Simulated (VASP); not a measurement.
Here is a VASP 6.6.1 calculation.

The input INCAR:

```
ALGO = Normal ; EDIFF = 1E-7
ENCUT = 520 ; ISIF = 2
ISMEAR = -1 ; LASPH = T
LCHARG = F ; LREAL = F
LWAVE = F ; NBANDS = 10
NELM = 80 ; PREC = Accurate
SIGMA = 0.1
```

KPOINTS

```
k-points
0
Gamma
  12 12 6
```

File POSCAR:

```
Al
1.0
    2.8494655857      0.0000000000      0.0000000000
   -1.4247327979      2.4677095843      0.0000000000
    0.0000000000      0.0000000000      4.9308948445
Al
2
Direct
    0.6666666667      0.3333333333      0.7500000000
    0.3333333333      0.6666666667      0.2500000000
```

Potentials or basis: VASP PAW LDA potentials, release 64 (Al).

Run with:

```console
$ cat potpaw_LDA.64/Al/POTCAR > POTCAR
$ mpirun -np 1 vasp_std > vasp.out
```

(1) Predict the band gap on the k mesh.

(2) Estimate the pressure.

## Answers

(1) zero (band 3 reaches 10.89 eV, above the bottom of band 4 at 4.23 eV).

(2) -5.4 GPa.
